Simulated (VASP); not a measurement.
Runs of VASP 6.6.1 on Hf. The structure is that of space group Im-3m (No. 229), or close to it. The cells are those of the table. This isn't the form of Hf at room conditions, which is hcp.

```tsv
task	cell	gap on the mesh (eV)	pressure (GPa)
single point	a = 3.116 Å, angles 109.2°, 1 atom	none	-5.3
single point	a = 3.106 Å, angles 108.9°, 1 atom	none	-5.2
electric field gradients	a = 3.158 Å, angles 110.3°, 1 atom	none	-5.2
single point	a = 3.085 Å, angles 110.0, 110.0, 108.4°, 1 atom	none	-1.6
single point	a = 3.137 Å, angles 109.7°, 1 atom	none	-5.3
electric field gradients	a = 3.106 Å, angles 108.9°, 1 atom	none	-5.2
single point	a = 3.189 Å, angles 108.7, 108.7, 111.1°, 1 atom	none	(a)
single point	a = 3.147 Å, angles 110.0°, 1 atom	none	-5.2
```

Alike in all rows: level PBE; potentials or basis VASP PAW PBE potentials, release 64 (Hf_pv); no spin polarisation; k mesh 14 × 14 × 14; cutoff (eV) 520; smearing fermi-dirac 0.05 eV.

Q: Estimate the missing entries.

A: (a) -9.7.

Caveats: spin-orbit coupling is left out, which moves the levels of the heavy elements; the cell stands under tension (at least some runs).

A k mesh can miss the band edges, and the runs leave out spin-orbit coupling on Hf.

A gap of «none» marks levels without a gap at the run's occupations.
